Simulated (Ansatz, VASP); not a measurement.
# KCl in VASP and in Ansatz

```xyz
2
Lattice="0.0000 3.0391 3.0391 3.0391 0.0000 3.0391 3.0391 3.0391 0.0000" Properties=species:S:1:pos:R:3 pbc="T T T"
K     0.0000    0.0000    0.0000
Cl    3.0391    3.0391    3.0391
```

Alike in both runs: functional LDA; k mesh 6 × 6 × 6; occupations gaussian, width 0.02 eV; no spin polarisation.

Ansatz relaxed the structure, and its values are those at the end. VASP's run is a single point on that final structure, the one shown.

```csv
,VASP,Ansatz
version,VASP 6.6.1,Ansatz 0.2.0
potentials or method,"VASP PAW LDA potentials, release 64 (K_sv, Cl), cutoff 500 eV","scalar-relativistic, plane waves, PAW"
valence electrons in the cell,16,16
```

|  | VASP | Ansatz | Ansatz less VASP |
| --- | --- | --- | --- |
| gap on the k mesh at the Fermi level (eV) | 5.11 | 5.11 | -0.002 |
| least direct gap on the mesh (eV) | 5.11 | 5.11 | -0.002 |
| pressure (GPa) | 0.1 | 0.0 | -0.08 |

Ansatz warns that its potentials were made for another functional, while VASP's fit it. LDA's correlation is that of Perdew and Zunger in VASP and of Perdew and Wang (1992) in Ansatz.
